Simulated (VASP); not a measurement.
## HfS2: single point with PBE+D3(BJ)

Crystal: HfS2.

```
Hf S
1.0
     3.60586    0.00000    0.00000
    -1.80293    3.12277    0.00000
     0.00000    0.00000    5.71268
Hf S
1 2
Direct
  0.00000 0.00000 0.00000
  0.66667 0.33333 0.74761
  0.33333 0.66667 0.25239
```

This cell differs from its parent crystal: strain -0.0100 x Voigt [0, 0, 1, 0, 0, 0].

- Program: VASP 6.6.1
- Task: single point
- Functional: PBE
- Dispersion: D3(BJ)
- Potentials or basis: VASP PAW PBE potentials, release 64 (Hf_pv, S)
- Cutoff: 500 eV
- k mesh: 12 × 12 × 6
- Occupations: gaussian, width 0.05 eV
- Spin: no spin polarisation

* Pressure: 0.4 GPa
* Largest force: 0.097 eV/Å
* Band gap on the k mesh: 0.86 eV, indirect (least direct gap 1.80 eV)
* Dispersion energy per atom: -0.344 eV

Forces on the atoms (eV/Å):
```
Hf   0.000  0.000  0.000
S    0.000  0.000 -0.097
S    0.000  0.000  0.097
```

Stress tensor (GPa, compression positive):
```
0.08 0.00 0.00
0.00 0.08 0.00
0.00 0.00 0.91
```

Levels at points of the mesh, in eV from the valence-band top:
| k point | band 9 | band 10 | band 11 | band 12 | band 13 | band 14 |
| --- | --- | --- | --- | --- | --- | --- |
| (0.00, 0.00, 0.00) | -0.23 | -0.23 | 0.00 | 1.83 | 1.83 | 2.43 |
| (0.50, 0.00, 0.00) | -2.65 | -2.28 | -1.56 | 1.00 | 3.95 | 4.00 |
| (0.00, 0.00, 0.50) | -2.15 | -0.42 | -0.42 | 1.76 | 1.76 | 2.71 |
| (0.50, 0.00, 0.50) | -2.56 | -1.20 | -0.97 | 0.86 | 3.93 | 4.05 |

Run time: 39 s on 1 thread of Intel(R) Xeon(R) 6975P-C (Granite Rapids) (shared host), peak memory 0.25 GiB.

Caveat: the cell differs from its parent crystal (strain -0.0100 x Voigt [0, 0, 1, 0, 0, 0]); spin-orbit coupling is left out, which moves the levels of the heavy elements. A k mesh can miss the band edges.
